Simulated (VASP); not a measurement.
# C: relaxation of cell and atoms with PBEsol

The system is C.

```
CELL_PARAMETERS angstrom
0.00000 2.12940 3.69132
1.22943 0.00000 3.69132
1.22943 2.12940 0.00000
ATOMIC_POSITIONS crystal
C 0.16670 0.83330 0.16670
C 0.83330 0.16670 0.83330
```

- Program: VASP 6.6.1
- Task: relaxation of cell and atoms
- Functional: PBEsol
- Potentials or basis: VASP PAW PBE potentials, release 64 (C)
- Cutoff: 600 eV
- k mesh: 14 × 14 × 14
- Occupations: gaussian, width 0.02 eV
- Spin: no spin polarisation
- Dipole correction: no
- Further INCAR settings: ALGO = Normal; EDIFF = 1e-06; IBRION = 2; EDIFFG = -0.005; NSW = 100; ISIF = 3

The relaxed volume is 9.41 Å³/atom, the relaxed cell is a = 4.177 Å, b = 3.798 Å, c = 2.460 Å, α = 80.68°, β = 63.79°, γ = 35.52° and the space group after relaxing (to 0.05 Å) is Fmmm (No. 69). The energy gained by relaxing is 0.3 meV/atom. The ionic steps are 15 and the pressure after relaxing is 0.0 GPa. The band gap on the k mesh is 0.62 eV, indirect (least direct gap 0.73 eV).

Stress tensor (GPa, compression positive):
```
 0.02  0.00  0.00
 0.00  0.03  0.00
 0.00  0.00 -0.08
```

The path:
```tsv
step	energy change (eV)	largest force (eV/Å)	pressure (GPa)	volume (Å³)
1	0.0000	0.0001	0.24	19.33
2	0.0001	0.0001	-0.83	19.37
3	0.0000	0.0001	-0.14	19.34
4	-0.0001	0.0003	-0.12	19.33
5	-0.0001	0.0012	-0.11	19.28
6	-0.0002	0.0031	-0.18	19.20
7	-0.0004	0.0065	-0.27	19.02
8	-0.0005	0.0131	-0.42	18.67
9	-0.0005	0.0094	-0.36	18.88
10	-0.0005	0.0002	-0.16	18.85
11	-0.0005	0.0066	-0.02	18.83
12	-0.0005	0.0082	0.01	18.83
13	-0.0005	0.0085	0.01	18.83
14	-0.0005	0.0092	0.01	18.83
15	-0.0005	0.0007	-0.01	18.83
```

Final structure:
```
C
1.0
     0.00000    2.13017    3.59338
     1.22987    0.00000    3.59338
     1.22987    2.13017    0.00000
C
2
Direct
  0.16671 0.83329 0.16671
  0.83329 0.16671 0.83329
```

Levels at points of the mesh, in eV from the valence-band top:
```
           k point  band 1  band 2  band 3  band 4  band 5  band 6  band 7  band 8
(0.00, 0.00, 0.00)  -19.47   -6.81   -2.84   -2.84    3.71    8.48    8.53   11.66
(0.50, 0.00, 0.00)  -14.08  -13.13   -6.26   -2.24    1.76    7.57   12.14   12.94
(0.50, 0.50, 0.00)  -19.30   -8.22   -2.86   -2.84    8.47    8.50    8.98   11.74
(0.50, 0.00, 0.50)  -14.14  -13.18   -6.25   -1.73    2.40    7.70   10.91   11.11
(0.00, 0.50, 0.50)  -14.01  -13.08   -6.28   -2.70    1.24    7.45   13.33   16.06
```

It took 9.6 min on 1 thread of Intel(R) Xeon(R) Platinum 8259CL CPU @ 2.50GHz (Skylake/Cascade Lake) (shared host), peak memory 0.2 GiB.

Caveat: the PAW data sets were made with another functional, which shifts forces and pressure a little. A k mesh can miss the band edges.
